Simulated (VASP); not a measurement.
A run of VASP 6.6.1 is set up as follows.

Contents of INCAR:

```
SYSTEM = C
  PREC = Accurate
  ENCUT = 600
  EDIFF = 1E-7
  ISMEAR = 1
  SIGMA = 0.02
  LREAL = .False.
  LASPH = .True.
  NELM = 80
  ALGO = Normal
  ISIF = 8
  LWAVE = .False.
  LCHARG = .False.
  GGA = PS
  IBRION = 2
  NSW = 80
  EDIFFG = -0.01
```

The input KPOINTS:

```
regular mesh
0
Gamma
  22 22 22
  0 0 0
```

POSCAR

```
C
1.0
    1.2280287100      0.7090027100      3.3470114500
   -1.2280287100      0.7090027100      3.3470114500
    0.0000000000     -1.4180054100      3.3470114500
C
2
Direct
    0.8359999984      0.8359999984      0.8360000043
    0.1639999993      0.1639999993      0.1640000004
```

Potentials or basis: VASP PAW PBE potentials, release 64 (C).

Command:

```sh
$ cat potpaw_PBE.64/C/POTCAR > POTCAR
$ mpirun -np 1 vasp_std > vasp.out
```

Q: What does it give for the space group after relaxing (to 0.1 Å)?

A: R-3m (No. 166).

Q: Predict the relaxed volume.

A: 8.79 Å³/atom.

Forces on the atoms (eV/Å):
```
C    0.000  0.000  0.006
C    0.000  0.000 -0.006
```

Caveat: this functional lacks dispersion, which binds layers or chains, so the pressure and a relaxed spacing across them are unreliable; the PAW data sets were made with another functional, which shifts forces and pressure a little. Zero-point motion and thermal expansion aren't in these numbers.
